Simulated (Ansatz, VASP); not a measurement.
**One calculation of CoF, two programs**

```
Co F
1.0
     0.00000    2.18842    2.18842
     2.18842    0.00000    2.18842
     2.18842    2.18842    0.00000
Co F
1 1
Cartesian
  0.0000 0.0000 0.0000
  2.1884 2.1884 2.1884
```

Alike in both runs: task relaxation of cell and atoms; functional PBE; k mesh 6 × 6 × 6; occupations gaussian, width 0.1 eV; collinear spin.

```csv
,VASP,Ansatz
version,VASP 6.6.1,Ansatz 0.2.0
potentials or method,"VASP PAW PBE potentials, release 64 (Co, F), cutoff 600 eV","scalar-relativistic, plane waves, PAW"
valence electrons in the cell,16,24
```

|  | VASP | Ansatz | Ansatz less VASP |
| --- | --- | --- | --- |
| gap on the k mesh at the Fermi level, each at its own relaxed structure (eV) | none | none | - |
| net moment per atom (μB) | 1.11 | 1.11 | +0.001 |
| size of the moment on the site where the two differ most (μB) | 2.13 | 2.07 | -0.067 |
| relaxed volume (Å³/atom) | 11.96 | 11.89 | -0.074 |
| relaxed length of the cell vector where the two differ most in proportion (Å) | 3.234 | 3.228 | -0.0066 |

Site moments also hang on the region over which each program counts them. A gap of «none» marks a metal or a gap that the smearing closes. VASP's potentials hold 16 valence electrons a cell and Ansatz's 24, so a difference there can come from the potentials and not from the codes.

The k mesh is coarse, so the values compare programs but aren't converged.
